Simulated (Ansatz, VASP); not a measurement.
# One calculation of Hf, two programs

```
Hf
1.0
     3.35221    0.00000    0.00000
    -1.67610    2.90310    0.00000
     0.00000    0.00000   10.72767
Hf
4
Direct
  0.00000 0.00000 0.00000
  0.00000 0.00000 0.50000
  0.33333 0.66667 0.25000
  0.66667 0.33333 0.75000
```

Alike in both runs: task single point; functional RPBE; k mesh 13 × 13 × 4; occupations fermi-dirac, width 0.1 eV; no spin polarisation.

```csv
,VASP,Ansatz
version,VASP 6.6.1,Ansatz 0.2.0
potentials or method,"VASP PAW PBE potentials, release 64 (Hf_pv), cutoff 520 eV","plane waves (420 eV) with PAW, scalar-relativistic"
valence electrons in the cell,40,104
```

Ansatz gave:

- pressure (GPa): -9.4
- traceless stress, the component that is largest in VASP (GPa): 0.19

**Question.** What did VASP give for the same quantities?

**Answer.** Pressure (GPa): -9.8; traceless stress, the component that is largest in VASP (GPa): 0.14.

VASP's potentials were made for PBE, not for RPBE. VASP's potentials hold 40 valence electrons a cell and Ansatz's 104, so a difference there can come from the potentials and not from the codes.

Neither program's run includes spin-orbit coupling.
